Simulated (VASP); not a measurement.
Write the native input for VASP 6.6.1 that does the following.

| Item | Value |
| --- | --- |
| Task | single point |
| Functional | PBE |
| Potentials or basis | VASP PAW PBE potentials, release 64 (As) |
| Cutoff | 520 eV |
| k mesh | 9 × 9 × 1 |
| Occupations | gaussian, width 0.02 eV |
| Spin | no spin polarisation |
| Dipole correction | yes |
| Further INCAR settings | ALGO = Normal; EDIFF = 1e-06; NBANDS = 12 |

The structure of As lies in POSCAR:

```
As
1.0
    3.7280000000      0.0000000000      0.0000000000
   -1.8640000000      3.2285427053      0.0000000000
    0.0000000000      0.0000000000     28.0000000000
As
2
Direct
    0.3333333333      0.6666666667      0.5159642857
    0.6666666667      0.3333333333      0.4840357143
```

The input as run:

INCAR

```
SYSTEM = As
PREC = Accurate ; ENCUT = 520
EDIFF = 1E-6 ; ISMEAR = 0
SIGMA = 0.02 ; LREAL = .FALSE.
LASPH = .TRUE. ; NELM = 100
ALGO = Normal ; ISIF = 2
LWAVE = .FALSE. ; LCHARG = .FALSE.
LDIPOL = .TRUE. ; IDIPOL = 3
DIPOL = 0.5 0.5 0.500 ; GGA = PE
NBANDS = 12
```

KPOINTS

```
regular mesh
0
G
  9 9 1
  0 0 0
```

Potentials or basis: VASP PAW PBE potentials, release 64 (As).

Launch:

```console
$ cat potpaw_PBE.64/As/POTCAR > POTCAR
$ mpirun -np 1 vasp_std > vasp.out
```

It gave:

| Property | Result |
| --- | --- |
| Largest force | 3.215 eV/Å |
| Band gap on the k mesh | zero (band 5 reaches -3.04 eV, above the bottom of band 6 at -3.17 eV) |

Wall time 45 s on 1 thread of Intel(R) Xeon(R) 6975P-C (Granite Rapids) (shared host), peak memory 0.39 GiB.
